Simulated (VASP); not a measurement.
A run of VASP 6.6.1:

INCAR

```
PREC     = Accurate       # precision mode
ENCUT    = 520            # plane-wave cutoff, eV
EDIFF    = 1E-8           # SCF threshold, eV
ISMEAR   = -1             # smearing method
SIGMA    = 0.03           # smearing width, eV
LREAL    = False          # projectors in reciprocal space
LASPH    = True           # aspherical terms in the spheres
NELM     = 60             # most SCF steps
ALGO     = Normal         # electronic algorithm
ISIF     = 2              # what is computed and relaxed
LWAVE    = False          # write WAVECAR
LCHARG   = False          # write CHGCAR
GGA      = PE             # functional
LEFG     = True         
NBANDS   = 16             # bands
```

Contents of KPOINTS:

```
regular mesh
0
Gamma
  11 11 11
```

Contents of POSCAR:

```
InP
1.0
    0.0000000000      2.8739078358      2.8739078358
    2.8739078358      0.0000000000      2.8739078358
    2.8739078358      2.8739078358      0.0000000000
In P
1 1
Direct
    0.0000000000      0.0000000000      0.0000000000
    0.5000000000      0.5000000000      0.5000000000
```

Potentials or basis: VASP PAW PBE potentials, release 64 (In_d, P).

Command:

```bash
$ cat potpaw_PBE.64/In_d/POTCAR potpaw_PBE.64/P/POTCAR > POTCAR
$ mpirun -np 1 vasp_std > vasp.out
```

Hardware: 1 thread of Intel Xeon 6975P-C (shared host).

How long does it take, and how much memory?

Wall time 58 s on 1 thread of Intel Xeon 6975P-C, on a shared host, peak memory 0.19 GiB. Counts: scf iterations 15, k points 56.
